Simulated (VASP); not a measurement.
Crystal: Pt.

```
Pt
1.0
     0.00000    1.96090    1.96090
     1.96090    0.00000    1.96090
     1.96090    1.96090    0.00000
Pt
1
Direct
  0.00000 0.00000 0.00000
```

Base run:

* Program: VASP 6.6.1
* Functional: r2SCAN
* Potentials or basis: VASP PAW PBE potentials, release 64 (Pt)
* Cutoff: 520 eV
* k mesh: 12 × 12 × 12
* Occupations: fermi-dirac, width 0.05 eV
* Spin: no spin polarisation

Its results: band gap on the k mesh zero (band 5 reaches 11.56 eV, above the bottom of band 6 at 9.18 eV); pressure 4.9 GPa.

Question: The run is repeated on the same cell with these changes: functional from r2SCAN to PBE; occupations from fermi-dirac, width 0.05 eV to gaussian, width 0.021 eV. What comes out?

Answer: Band gap on the k mesh zero (band 5 reaches 11.78 eV, above the bottom of band 6 at 9.54 eV); pressure 9.7 GPa.

Caveats: spin-orbit coupling is left out, which moves the levels of the heavy elements; the PAW data sets were made with another functional, which shifts forces and pressure a little (some runs).
